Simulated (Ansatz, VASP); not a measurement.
# Two plane-wave programs on Cu

```
CELL_PARAMETERS angstrom
11.57025 0.00000 0.00000
0.00000 2.23821 0.00000
-4.59562 0.00000 21.74339
ATOMIC_POSITIONS crystal
Cu 0.50000 0.50000 0.50000
```

Alike in both runs: task relaxation of cell and atoms; functional PBEsol; k mesh 3 × 13 × 2; occupations fermi-dirac, width 0.1 eV; no spin polarisation.

|  | VASP | Ansatz |
| --- | --- | --- |
| version | VASP 6.6.1 | Ansatz 0.2.0 |
| potentials or method | VASP PAW PBE potentials, release 64 (Cu), cutoff 600 eV | plane waves, PAW |
| valence electrons in the cell | 11 | 19 |

```csv
,VASP,Ansatz,Ansatz less VASP
relaxed volume (Å³/atom),568.09,563.08,-5.005
relaxed length of the cell vector where the two differ most in proportion (Å),2.259,2.238,-0.0203
```

VASP's potentials were made for PBE, not for PBEsol. VASP's potentials hold 11 valence electrons a cell and Ansatz's 19, so a difference there can come from the potentials and not from the codes.
